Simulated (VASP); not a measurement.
# Sn (Fd-3m) in VASP: notebook

The runs below take Sn through single point, with PBE.

Program: VASP 6.6.1. These are calculated values, not measurements. Logs are shortened: lines on timing, memory, paths and dates and some standing lists are left out, and cuts for length are marked.

**1. The cell of the first run**

It takes space group Fd-3m (No. 227, cubic). The conventional cell has a = 6.467 Å, b = 6.467 Å, c = 6.467 Å, α = 90.00°, β = 90.00°, γ = 90.00°. Sn (site symmetry -43m) has 4 Sn at 2.80 Å within 3.7 Å.

**2. Single point, PBE**

The input, INCAR:

```
PREC     = Accurate       # precision mode
ENCUT    = 520            # plane-wave cutoff, eV
EDIFF    = 1E-7           # SCF threshold, eV
ISMEAR   = 1              # smearing method
SIGMA    = 0.25           # smearing width, eV
LREAL    = False          # projectors in reciprocal space
LASPH    = True           # aspherical terms in the spheres
NELM     = 80             # most SCF steps
ALGO     = Normal         # electronic algorithm
ISIF     = 2              # what is computed and relaxed
LWAVE    = False          # write WAVECAR
LCHARG   = False          # write CHGCAR
GGA      = PE             # functional
NBANDS   = 21             # bands
```

The input, KPOINTS:

```
regular mesh
0
Gamma
  9 9 9
```

The input, POSCAR:

```
Sn
1.0
    0.0000000000      3.2333430000      3.2333430000
    3.2333430000      0.0000000000      3.2333430000
    3.2333430000      3.2333430000      0.0000000000
Sn
2
Direct
    0.0000000000      0.0000000000      0.0000000000
    0.2500000000      0.2500000000      0.2500000000
```

Potentials or basis: VASP PAW PBE potentials, release 64 (Sn_d).

Launch:

```bash
$ cat potpaw_PBE.64/Sn_d/POTCAR > POTCAR
$ mpirun -np 1 vasp_std > vasp.out
```

OUTCAR:

```text
PREC = Accurate
   ENCUT = 520
   EDIFF = 1E-7
   ISMEAR = 1
   LREAL = False
   LASPH = True
   NELM = 80
   ISIF = 2
   GGA = PE

 ion  position               nearest neighbor table
   1  0.000  0.000  0.000-   2 2.80   2 2.80   2 2.80   2 2.80
   2  0.250  0.250  0.250-   1 2.80   1 2.80   1 2.80   1 2.80

  LATTYP: Found a face centered cubic cell.
 ALAT       =     6.4666860000

  Lattice vectors:

 A1 = (   0.0000000000,   3.2333430000,   3.2333430000)
 A2 = (   3.2333430000,   0.0000000000,   3.2333430000)
 A3 = (   3.2333430000,   3.2333430000,   0.0000000000)

Analysis of symmetry for initial positions (statically):
=====================================================================
 Subroutine PRICEL returns:
 Original cell was already a primitive cell.

 Routine SETGRP: Setting up the symmetry group for a
 face centered cubic supercell.

 Subroutine GETGRP returns: Found 48 space group operations
 (whereof 24 operations were pure point group operations)
 out of a pool of 48 trial point group operations.

The static configuration has the point symmetry T_d .
 The point group associated with its full space group is O_h .

Analysis of symmetry for dynamics (positions and initial velocities):
=====================================================================
 Subroutine PRICEL returns:
 Original cell was already a primitive cell.

 Routine SETGRP: Setting up the symmetry group for a
 face centered cubic supercell.

 Subroutine GETGRP returns: Found 48 space group operations
 (whereof 24 operations were pure point group operations)
 out of a pool of 48 trial point group operations.

The dynamic configuration has the point symmetry T_d .
 The point group associated with its full space group is O_h .

 Subroutine INISYM returns: Found 48 space group operations
 (whereof 24 operations are pure point group operations),
 and found     1 'primitive' translations

----------------------------------------------------------------------------------------

                                     Primitive cell

  volume of cell :      67.6060

  direct lattice vectors                    reciprocal lattice vectors
     0.000000000  3.233343000  3.233343000    -0.154638713  0.154638713  0.154638713
     3.233343000  0.000000000  3.233343000     0.154638713 -0.154638713  0.154638713
     3.233343000  3.233343000  0.000000000     0.154638713  0.154638713 -0.154638713

  length of vectors
     4.572637522  4.572637522  4.572637522     0.267842108  0.267842108  0.267842108

  position of ions in fractional coordinates (direct lattice)
     0.000000000  0.000000000  0.000000000
     0.250000000  0.250000000  0.250000000

  ion indices of the primitive-cell ions
   primitive index   ion index
                 1           1
                 2           2

----------------------------------------------------------------------------------------

 KPOINTS: regular mesh

Automatic generation of k-mesh.
 Grid dimensions read from file:
 generate k-points for:    9    9    9

 Generating k-lattice:

  Cartesian coordinates                     Fractional coordinates (reciprocal lattice)
    -0.017182079  0.017182079  0.017182079     0.111111111  0.000000000  0.000000000
     0.017182079 -0.017182079  0.017182079     0.000000000  0.111111111  0.000000000
     0.017182079  0.017182079 -0.017182079     0.000000000  0.000000000  0.111111111

  Length of vectors
     0.029760234  0.029760234  0.029760234

  Shift w.r.t. Gamma in fractional coordinates (k-lattice)
     0.000000000  0.000000000  0.000000000

 Subroutine IBZKPT returns following result:
 ===========================================

 Found     35 irreducible k-points:

 Following reciprocal coordinates:
            Coordinates               Weight
  0.000000  0.000000  0.000000      1.000000
  0.111111  0.000000  0.000000      8.000000
  0.222222  0.000000  0.000000      8.000000
  0.333333  0.000000  0.000000      8.000000
  0.444444  0.000000  0.000000      8.000000
  0.111111  0.111111  0.000000      6.000000
[... 16 lines left out ...]
 -0.333333  0.333333  0.000000     12.000000
  0.444444  0.444444  0.000000      6.000000
 [... further k-points ...]
   k-points           NKPTS =     35   k-points in BZ     NKDIM =     35   number of bands    NBANDS=     21
   number of dos      NEDOS =    301   number of ions     NIONS =      2
   total plane-waves  NPLWV =  46656
   dimension x,y,z NGX =    36 NGY =   36 NGZ =   36
   dimension x,y,z NGXF=    72 NGYF=   72 NGZF=   72
   ions per type =               2
   NGX,Y,Z   is equivalent  to a cutoff of  13.09, 13.09, 13.09 a.u.
   NGXF,Y,Z  is equivalent  to a cutoff of  26.18, 26.18, 26.18 a.u.
 SYSTEM =  unknown system
   PREC   = accura    normal or accurate (medium, high low for compatibility)
   ISTART =      0    job   : 0-new  1-cont  2-samecut
   ICHARG =      2    charge: 1-file 2-atom 10-const
   ISPIN  =      1    spin polarized calculation?
   LNONCOLLINEAR =      F non collinear calculations
   LSORBIT =      F    spin-orbit coupling
   LASPH  =      T    aspherical Exc in radial PAW
   ENCUT  =  520.0 eV  38.22 Ry    6.18 a.u.   8.50  8.50  8.50*2*pi/ulx,y,z
   NELM   =     80;   NELMIN=  2; NELMDL= -5     # of ELM steps
   EDIFF  = 0.1E-06   stopping-criterion for ELM
   LREAL  =      F    real-space projection
   EDIFFG = 0.1E-05   stopping-criterion for IOM
   NSW    =      0    number of steps for IOM
   IBRION =     -1    ionic relax: 0-MD 1-quasi-New 2-CG
   NFREE  =      0    steps in history (QN), initial steepest desc. (CG)
   ISIF   =      2    stress and relaxation
   ISYM   =      2    0-nonsym 1-usesym 2-fastsym
   POTIM  = 0.5000    time-step for ionic-motion
   TEBEG  =    0.0;   TEEND  =   0.0 temperature during run
   PSTRESS=    0.0 pullay stress
   NELECT =      28.0000    total number of electrons
   NUPDOWN=      -1.0000    fix difference up-down
   EMIN   =  10.00;   EMAX   =-10.00  energy-range for DOS
   EFERMI =   0.00;   METHOD = LEGACY
   ISMEAR =     1;   SIGMA  =   0.25  broadening in eV -4-tet -1-fermi 0-gaus
   EFERMI_NEDOS =   21; number of points for ismear=-14 and -15
   IALGO  =     38    algorithm
   IMIX   =      4    mixing-type and parameters
     AMIX     =   0.40;   BMIX     =  1.00
     AMIX_MAG =   1.60;   BMIX_MAG =  1.00
  volume/ion in A,a.u.               =      33.80       228.11
  Fermi-wavevector in a.u.,A,eV,Ry     =   1.220298  2.306028 20.260790  1.489126
  Thomas-Fermi vector in A             =   2.355520
   LORBIT       =      0    0 simple, 1 ext, 2 COOP (PROOUT), +10 PAW based schemes
   GGA     = PE    functional components
   LHFCALC =     F    Hartree Fock is set to
   AEXX    =    0.0000 exact exchange contribution
   IVDW    =     0    specifies the selected vdW correction
   LEPSILON=     F    determine dielectric tensor
   LRPA    =     F    only Hartree local field effects (RPA)
 non-spin polarized calculation
 Methfessel and Paxton  Order N= 1 SIGMA  =   0.25
  energy-cutoff  :      520.00
  volume of cell :       67.61
 maximum number of plane-waves:      1853
 NGX is ok and might be reduce to    36
   NGX = 17   NGY = 17   NGZ = 17

 number of electron      28.0000008 magnetization

 Free energy of the ion-electron system (eV)
  ---------------------------------------------------
  ext. energy  EPLUGINS =         0.00000000
  ---------------------------------------------------
  free energy    TOTEN  =        -7.62246618 eV

  energy without entropy =       -7.62179338  energy(sigma->0) =       -7.62224191

 E-fermi :   5.7499     XC(G=0):  -8.9217

 val. band max:        5.6036195756   @ k =   0.1111   0.0000   0.0000
 cond. band min:       5.7892055248   @ k =   0.4444   0.0000   0.0000
 fundamental gap:      0.1855859491
 Fermi energy:         5.7498571809

 k-point     1 :       0.0000    0.0000    0.0000
  band No.  band energies     occupation
      1     -15.9503      2.00000
      2     -15.9503      2.00000
      3     -15.9503      2.00000
      4     -15.8892      2.00000
      5     -15.8892      2.00000
      6     -15.5715      2.00000
[... 13 lines left out ...]
     20      13.7418      0.00000
     21      13.7418      0.00000

 k-point     2 :       0.1111    0.0000    0.0000
  band No.  band energies     occupation
      1     -15.9596      2.00000
      2     -15.9596      2.00000
      3     -15.9473      2.00000
      4     -15.8763      2.00000
      5     -15.8763      2.00000
      6     -15.5908      2.00000
[... 13 lines left out ...]
     20      12.9370      0.00000
     21      12.9370      0.00000

 k-point     3 :       0.2222    0.0000    0.0000
  band No.  band energies     occupation
      1     -15.9738      2.00000
      2     -15.9738      2.00000
      3     -15.9394      2.00000
      4     -15.8536      2.00000
      5     -15.8536      2.00000
      6     -15.6118      2.00000
[... 13 lines left out ...]
     20      12.5998      0.00000
     21      12.5998      0.00000

 k-point     4 :       0.3333    0.0000    0.0000
  band No.  band energies     occupation
      1     -15.9831      2.00000
      2     -15.9831      2.00000
      3     -15.9302      2.00000
      4     -15.8360      2.00000
      5     -15.8360      2.00000
      6     -15.6258      2.00000
[... 13 lines left out ...]
     20      13.1032      0.00000
     21      13.1032      0.00000

 k-point     5 :       0.4444    0.0000    0.0000
  band No.  band energies     occupation
      1     -15.9871      2.00000
      2     -15.9871      2.00000
      3     -15.9238      2.00000
      4     -15.8278      2.00000
      5     -15.8278      2.00000
      6     -15.6315      2.00000
[... 13 lines left out ...]
     20      14.2201      0.00000
     21      14.2201      0.00000
[... 382 lines left out ...]
     20      15.2271      0.00000
     21      15.5645      0.00000

 k-point    22 :      -0.4444    0.3333    0.0000
  band No.  band energies     occupation
      1     -16.0224      2.00000
      2     -16.0022      2.00000
      3     -15.8718      2.00000
      4     -15.7812      2.00000
      5     -15.7560      2.00000
      6     -15.7165      2.00000
[... 13 lines left out ...]
     20      14.3530      0.00000
     21      16.1608      0.00000

 k-point    23 :      -0.3333    0.3333    0.0000
  band No.  band energies     occupation
      1     -16.0271      2.00000
      2     -16.0032      2.00000
      3     -15.8643      2.00000
      4     -15.7613      2.00000
      5     -15.7529      2.00000
      6     -15.7314      2.00000
[... 13 lines left out ...]
     20      13.1393      0.00000
     21      16.4532      0.00000

 k-point    24 :       0.4444    0.4444    0.0000
  band No.  band energies     occupation
      1     -16.0016      2.00000
      2     -16.0016      2.00000
      3     -15.8933      2.00000
      4     -15.8326      2.00000
      5     -15.7517      2.00000
      6     -15.6947      2.00000
[... 13 lines left out ...]
     20      15.7405      0.00000
     21      15.9617      0.00000

 [... further k-points ...]
[... 5 lines left out ...]
  --------------------------------------------------------------------------------------
  -------------------------------------------------------------------------------------
  Total        1.5787046      1.5787046      1.5787046      0.0000000      0.0000000      0.0000000
  in kB       37.4133092     37.4133092     37.4133092      0.0000000      0.0000000      0.0000000
  external PRESSURE =      37.4133092 kB  Pullay stress =       0.0000000 kB

 VOLUME and BASIS-vectors are now :
 -----------------------------------------------------------------------------
  energy-cutoff  :      520.00
  volume of cell :       67.61
      direct lattice vectors                 reciprocal lattice vectors
     0.000000000  3.233343000  3.233343000    -0.154638713  0.154638713  0.154638713
     3.233343000  0.000000000  3.233343000     0.154638713 -0.154638713  0.154638713
     3.233343000  3.233343000  0.000000000     0.154638713  0.154638713 -0.154638713

 POSITION                                       TOTAL-FORCE (eV/Angst)
 -----------------------------------------------------------------------------------
      0.00000      0.00000      0.00000         0.000000     -0.000000      0.000000
      1.61667      1.61667      1.61667        -0.000000      0.000000     -0.000000
 -----------------------------------------------------------------------------------
    total drift:                                0.000000      0.000000      0.000000

  FREE ENERGIE OF THE ION-ELECTRON SYSTEM (eV)
  ---------------------------------------------------
  free  energy   TOTEN  =        -7.6224661759 eV

  energy  without entropy=       -7.6217933752  energy(sigma->0) =       -7.62224191
```

Run time: 29 s. Hardware: 1 thread of Intel Xeon 6975P-C, shared host; peak memory 0.21 GiB.

Results:

```yaml
Free_energy: -7.6225 eV
Pressure: 3.7 GPa
Band_gap_on_the_k_mesh: zero (band 14 reaches 5.84 eV, above the bottom of band 15 at 5.79 eV)
```

Caveat: spin-orbit coupling is left out, which moves the levels of the heavy elements.

**3. Single point, PBE**

The input, INCAR:

```
SYSTEM = Sn
ALGO     = Normal         ! electronic algorithm
EDIFF    = 1E-7           ! SCF threshold, eV
ENCUT    = 520            ! plane-wave cutoff, eV
GGA      = PE             ! functional
ISIF     = 2              ! what is computed and relaxed
ISMEAR   = 1              ! smearing method
LASPH    = .True.         ! aspherical terms in the spheres
LCHARG   = .False.        ! write CHGCAR
LREAL    = .False.        ! projectors in reciprocal space
LWAVE    = .False.        ! write WAVECAR
NBANDS   = 21             ! bands
NELM     = 60             ! most SCF steps
PREC     = Accurate       ! precision mode
SIGMA    = 0.15           ! smearing width, eV
```

The input, KPOINTS:

```
k-points
0
Gamma
  9 9 9
  0 0 0
```

POSCAR is that of step 2.

Potentials or basis: VASP PAW PBE potentials, release 64 (Sn_d).

Launch:

```bash
$ cat potpaw_PBE.64/Sn_d/POTCAR > POTCAR
$ mpirun -np 1 vasp_std > vasp.out
```

Run time: 46 s. Hardware: 1 thread of Intel Xeon 6975P-C, shared host; peak memory 0.21 GiB.

The run converged. Its results:

```yaml
Free_energy: -7.6224 eV
Pressure: 3.7 GPa
Band_gap_on_the_k_mesh: zero (band 14 reaches 5.84 eV, above the bottom of band 15 at 5.79 eV)
```

Levels at points of the mesh, in eV from the Fermi level:
```
           k point  band 12  band 13  band 14  band 15  band 16  band 17
(0.00, 0.00, 0.00)    -0.54     0.11     0.11     0.11     2.18     2.18
```

Caveat: spin-orbit coupling is left out, which moves the levels of the heavy elements.

**4. Single point, PBE**

The input, INCAR:

```
ALGO     = Normal         # electronic algorithm
EDIFF    = 1E-7           # SCF threshold, eV
ENCUT    = 520            # plane-wave cutoff, eV
GGA      = PE             # functional
ISIF     = 2              # what is computed and relaxed
ISMEAR   = 1              # smearing method
LASPH    = T              # aspherical terms in the spheres
LCHARG   = F              # write CHGCAR
LREAL    = F              # projectors in reciprocal space
LWAVE    = F              # write WAVECAR
NBANDS   = 21             # bands
NELM     = 80             # most SCF steps
PREC     = Accurate       # precision mode
SIGMA    = 0.1            # smearing width, eV
```

The input, KPOINTS:

```
k-points
0
Gamma
  9 9 9
```

POSCAR is that of step 3.

Launch:

```bash
$ cat potpaw_PBE.64/Sn_d/POTCAR > POTCAR
$ mpirun -np 1 vasp_std > vasp.out
```

It used 33 s of CPU time on 1 thread of Intel Xeon 6975P-C, with other jobs on the host.

Results (log left out):

```
Free energy            : -7.6226 eV
Pressure               : 3.7 GPa
Band gap on the k mesh : zero (band 14 reaches 5.84 eV, above the bottom of band 15 at 5.79 eV)
```

Levels at points of the mesh, in eV from the Fermi level:
| k point | band 10 | band 11 | band 12 | band 13 | band 14 | band 15 | band 16 | band 17 | band 18 | band 19 |
| --- | --- | --- | --- | --- | --- | --- | --- | --- | --- | --- |
| (0.00, 0.00, 0.00) | -21.31 | -10.67 | -0.56 | 0.09 | 0.09 | 0.09 | 2.17 | 2.17 | 2.17 | 5.03 |

Caveat: spin-orbit coupling is left out, which moves the levels of the heavy elements.

**5. Summary**

```csv
smearing,gap on the mesh (eV),pressure (GPa)
methfessel-paxton 0.25 eV,none,3.7
methfessel-paxton 0.15 eV,none,3.7
methfessel-paxton 0.1 eV,none,3.7
```

Alike in all rows: task single point; level PBE; potentials or basis VASP PAW PBE potentials, release 64 (Sn_d); no spin polarisation; cell as given; k mesh 9 × 9 × 9; cutoff (eV) 520.

Every run on the cell as given and a fine mesh finds a metal.

Caveats: spin-orbit coupling is left out, which moves the levels of the heavy elements.

Absolute energies hang on the potentials; compare differences alone.
